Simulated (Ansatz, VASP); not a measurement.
One calculation of Ti3Se, two programs

```xyz
4
Lattice="3.2186 0.0000 0.0000 -1.6093 2.7874 0.0000 0.0000 0.0000 7.9953" Properties=species:S:1:pos:R:3 pbc="T T T"
Se    0.0000    0.0000    0.0000
Ti    1.6093    0.9291    3.9977
Ti    0.0000    1.8583    6.1796
Ti    0.0000    1.8583    1.8157
```

Alike in both runs: task single point; functional PBE; k mesh 10 × 10 × 4; occupations fermi-dirac, width 0.05 eV; no spin polarisation.

|  | VASP | Ansatz |
| --- | --- | --- |
| version | VASP 6.6.1 | Ansatz 0.2.0 |
| potentials or method | VASP PAW PBE potentials, release 64 (Se, Ti_sv) | Ansatz PAW |
| plane-wave cutoff (eV) | 520 | 420 |
| valence electrons in the cell | 42 | 52 |

```csv
,VASP,Ansatz,Ansatz less VASP
gap on the k mesh at the Fermi level (eV),none,none,-
pressure (GPa),-2.0,-2.0,-0.03
"traceless stress, the component that is largest in VASP (GPa)",-0.13,-0.13,-0.001
rms of the force components (eV/Å),0.006,0.014,+0.0082
```

Atom by atom the forces differ by 0.008 eV/Å (rms over components). A gap of «none» marks a metal or a gap that the smearing closes. With one functional, cell and mesh, what is left measures potentials, basis and numerics. VASP's potentials hold 42 valence electrons a cell and Ansatz's 52, so a difference there can come from the potentials and not from the codes.
